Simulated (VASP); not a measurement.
MoS2:

```
Mo S
1.0
     0.00000    2.99595    2.99595
     2.99595    0.00000    2.99595
     2.99595    2.99595    0.00000
Mo S
1 2
Direct
  0.00000 0.00000 0.00000
  0.25000 0.25000 0.25000
  0.75000 0.75000 0.75000
```

Base run:

| Property | Result |
| --- | --- |
| Program | VASP 6.6.1 |
| Functional | LDA |
| Potentials or basis | VASP PAW LDA potentials, release 64 (Mo_sv, S) |
| Cutoff | 500 eV |
| k mesh | 6 × 6 × 6 |
| Occupations | gaussian, width 0.05 eV |
| Spin | collinear spin |
| Starting moments | [2.0, 0.0, 0.0] μB |
| Hubbard terms | Mo d U = 3.0 eV, J = 0.7 eV |

Its results: pressure -7.6 GPa.

Question: The run is repeated on the same cell with these changes: spin from collinear spin to no spin polarisation; further incar settings from ALGO = Normal; EDIFF = 1e-06; NBANDS = 24 to ALGO = Normal; EDIFF = 1e-06; NBANDS = 20. What comes out?

Answer: Pressure -12.9 GPa.

Caveats: the cell stands under tension; U without spin polarisation on a metal has little footing (at least some runs).
